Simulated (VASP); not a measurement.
A run of VASP 6.6.1 is set up as follows.

Contents of POSCAR:

```
WSe2
1.0
    3.2404358306      0.0000000000      0.0000000000
   -1.6202179153      2.8062997486      0.0000000000
    0.0000000000      0.0000000000     19.3612847342
Se W
2 1
Direct
    0.6666666667      0.3333333333      0.4131957207
    0.6666666667      0.3333333333      0.5868042793
    0.3333333333      0.6666666667      0.5000000000
```

INCAR.step1

```
PREC = Accurate
ENCUT = 400
EDIFF = 1E-5
ISMEAR = 0
SIGMA = 0.03
LREAL = F
LASPH = T
NELM = 120
ALGO = Normal
ISIF = 2
LWAVE = T
LCHARG = F
LDIPOL = T
IDIPOL = 3
DIPOL = 0.5 0.5 0.500
NBANDS = 20
GGA = PE
GGA_COMPAT = F
NELMDL = -8
```

Contents of INCAR.step2:

```
PREC = Accurate
ENCUT = 400
EDIFF = 1E-6
ISMEAR = 0
SIGMA = 0.03
LREAL = F
LASPH = T
NELM = 120
ALGO = Normal
ISIF = 2
LWAVE = F
LCHARG = F
LDIPOL = T
IDIPOL = 3
DIPOL = 0.5 0.5 0.500
GGA = PE
LHFCALC = T
AEXX = 0.25
PRECFOCK = Normal
NBANDS = 20
ISTART = 1
GGA_COMPAT = F
```

KPOINTS

```
Automatic mesh
0
Gamma
  6 6 1
```

Potentials or basis: VASP PAW PBE potentials, release 64 (Se, W_sv).

Run with:

```console
$ cat potpaw_PBE.64/Se/POTCAR potpaw_PBE.64/W_sv/POTCAR > POTCAR
$ cp INCAR.step1 INCAR
$ mpirun -np 1 vasp_std > vasp.out
$ cp INCAR.step2 INCAR
$ mpirun -np 1 vasp_std > vasp.out
```

What does it give for the band gap on the k mesh?

2.89 eV (least direct gap 3.01 eV).

Estimate the largest force.

0.067 eV/Å.

Forces on the atoms (eV/Å):
```
Se   0.000  0.000  0.067
Se   0.000  0.000 -0.067
W    0.000  0.000  0.000
```

Caveat: the PAW data sets were made with another functional, which shifts forces and pressure a little; spin-orbit coupling is left out, which moves the levels of the heavy elements.
